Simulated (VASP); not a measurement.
NaI:

```xyz
2
Lattice="4.0405 0.0000 0.0000 0.0000 4.0405 0.0000 0.0000 0.0000 4.0405" Properties=species:S:1:pos:R:3 pbc="T T T"
Na    0.0000    0.0000    0.0000
I     2.0203    2.0203    2.0203
```

Base run:

| Property | Result |
| --- | --- |
| Program | VASP 6.6.1 |
| Functional | PBE |
| Potentials or basis | VASP PAW PBE potentials, release 64 (Na_pv, I) |
| Cutoff | 520 eV |
| k mesh | 4 × 4 × 4 |
| Occupations | gaussian, width 0.01 eV |
| Spin | no spin polarisation |

Its results: band gap on the k mesh 2.29 eV (least direct gap 2.78 eV); pressure 0.5 GPa.

The run is repeated on the same cell with these changes: functional from PBE to LDA; potentials or basis from VASP PAW PBE potentials, release 64 (Na_pv, I) to VASP PAW LDA potentials, release 64 (Na_pv, I). What comes out?

Band gap on the k mesh 2.03 eV (least direct gap 2.58 eV); pressure -1.5 GPa.

Caveats: the structure was generated, so it needn't be the stable form of NaI; spin-orbit coupling is left out, which moves the levels of the heavy elements.

A k mesh can miss the band edges.
